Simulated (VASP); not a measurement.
Runs of VASP 6.6.1 on Sc. The structure is that of space group Fm-3m (No. 225), or close to it. The cells are those of the table. This isn't the form of Sc at room conditions, which is hcp.

```tsv
level	potentials or basis	spin	U	cell	k mesh	cutoff (eV)	smearing	grid for exact exchange (PRECFOCK)	share of exact exchange	gap on the mesh (eV)	pressure (GPa)
PBE0	VASP PAW PBE potentials, release 64 (Sc_sv)	off	-	a = 3.196 Å, angles 60.0°, 1 atom	5 × 5 × 5	520	gaussian 0.05 eV	Normal	0.25	none	(a)
PBE	VASP PAW PBE potentials, release 64 (Sc_sv)	off	-	a = 3.196 Å, angles 60.0°, 1 atom	11 × 11 × 11	520	methfessel-paxton 0.1 eV	-	-	none	3.7
LDA	VASP PAW LDA potentials, release 64 (Sc_sv)	off	-	a = 3.214, b = 3.222, c = 3.138 Å, angles 60.7, 60.2, 59.8°, 1 atom	9 × 9 × 9	520	fermi-dirac 0.05 eV	-	-	none	-1.7
LDA	VASP PAW LDA potentials, release 64 (Sc_sv)	off	-	a = 3.214, b = 3.222, c = 3.138 Å, angles 60.7, 60.2, 59.8°, 1 atom	14 × 14 × 14	520	fermi-dirac 0.05 eV	-	-	none	-1.7
LDA	VASP PAW LDA potentials, release 64 (Sc_sv)	off	-	a = 3.214, b = 3.222, c = 3.138 Å, angles 60.7, 60.2, 59.8°, 1 atom	7 × 7 × 7	520	fermi-dirac 0.05 eV	-	-	none	-1.7
PBE	VASP PAW PBE potentials, release 64 (Sc_sv)	off	-	a = 3.196 Å, angles 60.0°, 1 atom	9 × 9 × 9	520	methfessel-paxton 0.1 eV	-	-	none	3.7
PBE	VASP PAW PBE potentials, release 64 (Sc_sv)	off	-	a = 3.196 Å, angles 60.0°, 1 atom	17 × 17 × 17	520	methfessel-paxton 0.1 eV	-	-	none	3.7
PBEsol+D3(BJ)+U	VASP PAW PBE potentials, release 64 (Sc_sv)	collinear	Sc d U = 4.5 eV	a = 3.196 Å, angles 60.0°, 1 atom	10 × 10 × 10	500	fermi-dirac 0.1 eV	-	-	none	8.8
PBE	VASP PAW PBE potentials, release 64 (Sc_sv)	off	-	a = 3.196 Å, angles 60.0°, 1 atom	7 × 7 × 7	520	methfessel-paxton 0.1 eV	-	-	none	3.7
LDA	VASP PAW LDA potentials, release 64 (Sc_sv)	off	-	a = 3.214, b = 3.222, c = 3.138 Å, angles 60.7, 60.2, 59.8°, 1 atom	11 × 11 × 12	520	fermi-dirac 0.05 eV	-	-	none	-1.7
PBE	VASP PAW PBE potentials, release 64 (Sc_sv)	off	-	a = 3.196 Å, angles 60.0°, 1 atom	14 × 14 × 14	520	methfessel-paxton 0.1 eV	-	-	none	3.7
```

Alike in all rows: task single point.

Q: Estimate the missing entries.

A: (a) 6.3.

Caveats: some runs use coarse meshes; the cell stands under pressure (at least some runs); the PAW data sets were made with another functional, which shifts forces and pressure a little (at least some runs); the U is typed as a test and isn't derived for this compound (at least some runs).

A gap of «none» marks levels without a gap at the run's occupations.
